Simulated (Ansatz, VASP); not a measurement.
# Two plane-wave programs on Sn3Se2

```
Sn Se
1.0
     6.96018    0.00000    0.00000
     0.00000    6.96018    0.00000
     0.00000    0.00000    6.96018
Sn Se
6 4
Direct
  0.00000 0.50000 0.50000
  0.00000 0.50000 0.00000
  0.50000 0.00000 0.50000
  0.00000 0.00000 0.50000
  0.50000 0.00000 0.00000
  0.50000 0.50000 0.00000
  0.25000 0.25000 0.25000
  0.25000 0.75000 0.75000
  0.75000 0.75000 0.25000
  0.75000 0.25000 0.75000
```

Change from the starting cell: species swapped into the Cd3P2 type (Pn-3m, No. 224).

Alike in both runs: functional PBE; k mesh 3 × 3 × 3; occupations gaussian, width 0.2 eV; no spin polarisation.

Ansatz relaxed the structure, and its values are those at the end. VASP's run is a single point on that final structure, the one shown.

|  | VASP | Ansatz |
| --- | --- | --- |
| version | VASP 6.6.1 | Ansatz 0.2.0 |
| potentials or method | VASP PAW PBE potentials, release 64 (Sn_d, Se), cutoff 500 eV | scalar-relativistic, plane waves, PAW |
| valence electrons in the cell | 108 | 148 |

|  | VASP | Ansatz | Ansatz less VASP |
| --- | --- | --- | --- |
| gap on the k mesh at the Fermi level (eV) | none | none | - |
| pressure (GPa) | 0.6 | 0.6 | +0.01 |

A gap of «none» marks a metal or a gap that the smearing closes. VASP's potentials hold 108 valence electrons a cell and Ansatz's 148, so a difference there can come from the potentials and not from the codes.
